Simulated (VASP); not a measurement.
Crystal: CdS.

```
Cd S
1.0
     0.00000    2.93921    2.93921
     2.93921    0.00000    2.93921
     2.93921    2.93921    0.00000
Cd S
1 1
Direct
  0.00000 0.00000 0.00000
  0.25000 0.25000 0.25000
```

Base run:

```yaml
Program: VASP 6.6.1
Functional: PBE
Potentials_or_basis: VASP PAW PBE potentials, release 64 (Cd, S)
Cutoff: 500 eV
k_mesh: 6 × 6 × 6
Occupations: gaussian, width 0.01 eV
Spin: no spin polarisation
```

Its results: band gap on the k mesh 1.10 eV; pressure 1.7 GPa.

Task: After a change of settings the same cell gave: band gap on the k mesh 2.77 eV; pressure -0.1 GPa. Which change was it?
A. functional from PBE to HSE06; cutoff from 500 eV to 400 eV
B. functional from PBE to r2SCAN; cutoff from 500 eV to 550 eV
C. k mesh from 6 × 6 × 6 to 8 × 8 × 8
D. functional from PBE to PBE0; cutoff from 500 eV to 400 eV

Result: D.

Caveats: the PAW data sets were made with another functional, which shifts forces and pressure a little (at least some runs).
